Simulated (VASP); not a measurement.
# SnSe2: single point with PBE0

The system is SnSe2.

```xyz
3
Lattice="3.8110 0.0000 0.0000 -1.9055 3.3004 0.0000 0.0000 0.0000 6.1360" Properties=species:S:1:pos:R:3 pbc="T T T"
Sn    0.0000    0.0000    0.0000
Se    1.9055    1.1001    4.6081
Se    0.0000    2.2003    1.5279
```

- Program: VASP 6.6.1
- Task: single point
- Functional: PBE0
- Potentials or basis: VASP PAW PBE potentials, release 64 (Sn_d, Se)
- Cutoff: 400 eV
- k mesh: 6 × 6 × 4
- Occupations: fermi-dirac, width 0.05 eV
- Spin: no spin polarisation

```
Pressure               : 2.4 GPa
Largest force          : 0.301 eV/Å
Band gap on the k mesh : 2.22 eV (least direct gap 2.56 eV)
```

Forces on the atoms (eV/Å):
```
Sn   0.000  0.000  0.000
Se   0.000  0.000 -0.301
Se   0.000  0.000  0.301
```

Stress tensor (GPa, compression positive):
```
1.94 0.00 0.00
0.00 1.94 0.00
0.00 0.00 3.43
```

Levels at points of the mesh, in eV from the valence-band top:
| k point | band 10 | band 11 | band 12 | band 13 | band 14 | band 15 | band 16 | band 17 |
| --- | --- | --- | --- | --- | --- | --- | --- | --- |
| (0.00, 0.00, 0.00) | -0.72 | -0.35 | -0.35 | 0.00 | 2.56 | 4.50 | 6.35 | 6.35 |
| (0.50, 0.00, 0.00) | -3.19 | -2.90 | -1.23 | -0.27 | 2.54 | 5.40 | 7.04 | 7.25 |
| (0.00, 0.00, 0.50) | -0.83 | -0.83 | -0.19 | -0.19 | 3.99 | 4.48 | 6.05 | 6.05 |
| (0.50, 0.00, 0.50) | -2.72 | -2.15 | -0.88 | -0.70 | 2.26 | 5.86 | 6.50 | 7.45 |

Run time: 20 min on 4 MPI ranks on Intel(R) Xeon(R) Platinum 8259CL CPU @ 2.50GHz (Skylake/Cascade Lake), with other jobs on the host, peak memory 0.2 GiB a rank.

Caveat: the PAW data sets were made with another functional, which shifts forces and pressure a little; spin-orbit coupling is left out, which moves the levels of the heavy elements; this functional lacks dispersion, which binds the layers, so the pressure and a relaxed spacing across them are unreliable. A k mesh can miss the band edges.
